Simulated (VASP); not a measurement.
Here is a VASP 6.6.1 calculation.

Contents of INCAR:

```
PREC = Accurate ; ENCUT = 520
EDIFF = 1E-6 ; ISMEAR = 0
SIGMA = 0.1 ; LREAL = F
LASPH = T ; NELM = 80
ALGO = Normal ; ISIF = 2
LWAVE = F ; LCHARG = F
GGA = PE ; NBANDS = 42
```

KPOINTS

```
regular mesh
0
Gamma
  4 4 6
```

File POSCAR:

```
ZrTi3C4
1.0
    3.1366240000     -4.4337270000      0.0000000000
    3.1366240000      4.4337270000      0.0000000000
    0.0000000000      0.0000000000      3.1431360000
Zr Ti C
1 3 4
Direct
    0.5000000000      0.5000000000      0.0000000000
    0.0000000000      0.0000000000      0.0000000000
    0.0000000000      0.5000000000      0.5000000000
    0.5000000000      0.0000000000      0.5000000000
    0.7555780000      0.2444220000      0.0000000000
    0.2444220000      0.7555780000      0.0000000000
    0.7613630000      0.7613630000      0.5000000000
    0.2386370000      0.2386370000      0.5000000000
```

Potentials or basis: VASP PAW PBE potentials, release 64 (Zr_sv, Ti_sv, C).

Run with:

```bash
$ cat potpaw_PBE.64/Zr_sv/POTCAR potpaw_PBE.64/Ti_sv/POTCAR potpaw_PBE.64/C/POTCAR > POTCAR
$ mpirun -np 1 vasp_std > vasp.out
```

What does it give for the largest force?

0.010 eV/Å.

Estimate the pressure.

0.1 GPa.

Stress tensor (GPa, compression positive):
```
 0.11  0.00  0.00
 0.00 -0.29  0.00
 0.00  0.00  0.51
```
